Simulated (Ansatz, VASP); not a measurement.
## Two plane-wave programs on Ru

File INCAR:

```
ALGO     = Fast           # electronic algorithm
EDIFF    = 1E-6           # SCF threshold, eV
ENCUT    = 520            # plane-wave cutoff, eV
ISIF     = 2              # what is computed and relaxed
ISMEAR   = 0              # smearing method
LASPH    = T              # aspherical terms in the spheres
LCHARG   = F              # write CHGCAR
LREAL    = F              # projectors in reciprocal space
LWAVE    = F              # write WAVECAR
NBANDS   = 36             # bands
NELM     = 60             # most SCF steps
PREC     = Accurate       # precision mode
SIGMA    = 0.1            # smearing width, eV
```

KPOINTS

```
k-points
0
Gamma
  9 6 15
```

File POSCAR:

```
Ru
1.0
    3.9621891213      0.0000000000      0.0000000000
    0.0000000000      5.6033814753      0.0011437542
    0.0000000000      1.4013231305      2.3385930335
Ru
4
Direct
    0.2500000000      0.1657551117      0.3364385049
    0.2500000000      0.6657551117      0.3364385049
    0.7500000000      0.3342448883      0.6635614951
    0.7500000000      0.8342448883      0.6635614951
```

Input for Ansatz:

```yaml
crystal:
  lattice:
    - [3.9621891213, 0.0, 0.0]
    - [0.0, 5.6033814753, 0.0011437542]
    - [0.0, 1.4013231305, 2.3385930335]
  atoms:
    - { symbol: Ru, position: [0.25, 0.1657551117, 0.3364385049] }
    - { symbol: Ru, position: [0.25, 0.6657551117, 0.3364385049] }
    - { symbol: Ru, position: [0.75, 0.3342448883, 0.6635614951] }
    - { symbol: Ru, position: [0.75, 0.8342448883, 0.6635614951] }
basis:
  ecutwfc: 420
kpoints:
  mp_grid: { grid: [9, 6, 15] }
hamiltonian:
  xc: lda
scf:
  occupations: { method: gaussian, width: 0.1 }
output:
  forces: true
  stress: true
  eigenvalues: true
  write_density: true
  write_potential: true
  elf: true
  volumetric_format: npy
```

Change from the starting cell: band edges of the strained film's bulk.

Alike in both runs: task single point; functional LDA; k mesh 9 × 6 × 15; occupations gaussian, width 0.1 eV; no spin polarisation.

|  | VASP | Ansatz |
| --- | --- | --- |
| version | VASP 6.6.1 | Ansatz 0.2.0 |
| potentials or method | VASP PAW LDA potentials, release 64 (Ru_pv), cutoff 520 eV | scalar-relativistic, plane waves, PAW |
| valence electrons in the cell | 56 | 64 |

```csv
,VASP,Ansatz,Ansatz less VASP
gap on the k mesh at the Fermi level (eV),none,none,-
pressure (GPa),9.1,8.0,-1.10
"traceless stress, the component that is largest in VASP (GPa)",28.53,28.30,-0.226
```

LDA's correlation is that of Perdew and Zunger in VASP and of Perdew and Wang (1992) in Ansatz. A gap of «none» marks a metal or a gap that the smearing closes. VASP's potentials hold 56 valence electrons a cell and Ansatz's 64, so a difference there can come from the potentials and not from the codes.
